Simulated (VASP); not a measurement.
A run of VASP 6.6.1:

INCAR

```
SYSTEM = SrTiO3
PREC     = Accurate       ! precision mode
ENCUT    = 520            ! plane-wave cutoff, eV
EDIFF    = 1E-7           ! SCF threshold, eV
ISMEAR   = 0              ! smearing method
SIGMA    = 0.01           ! smearing width, eV
LREAL    = .False.        ! projectors in reciprocal space
LASPH    = .True.         ! aspherical terms in the spheres
NELM     = 100            ! most SCF steps
ALGO     = Normal         ! electronic algorithm
ISIF     = 2              ! what is computed and relaxed
LWAVE    = .False.        ! write WAVECAR
LCHARG   = .False.        ! write CHGCAR
NBANDS   = 28             ! bands
```

KPOINTS

```
Automatic mesh
0
Gamma
  6 6 6
  0 0 0
```

Contents of POSCAR:

```
SrTiO3
1.0
    3.8298550291      0.0000000000      0.0000000000
    0.0000000000      3.8298550291      0.0000000000
    0.0000000000      0.0000000000      3.8298550291
Sr Ti O
1 1 3
Direct
    0.5000000000      0.5000000000      0.5000000000
    0.0000000000      0.0000000000      0.0000000000
    0.5000000000      0.0000000000      0.0000000000
    0.0000000000      0.5000000000      0.0000000000
    0.0000000000      0.0000000000      0.5000000000
```

Potentials or basis: VASP PAW LDA potentials, release 64 (Sr_sv, Ti_sv, O).

Launch:

```bash
$ cat potpaw_LDA.64/Sr_sv/POTCAR potpaw_LDA.64/Ti_sv/POTCAR potpaw_LDA.64/O/POTCAR > POTCAR
$ mpirun -np 1 vasp_std > vasp.out
```

Hardware: 1 thread of Intel Xeon 8259CL (shared host).

**Question.** How long does it take, and how much memory?

**Answer.** It took 46 s on 1 thread of Intel Xeon 8259CL, on a shared host, peak memory 0.16 GiB. Counts: scf iterations 17, k points 20.
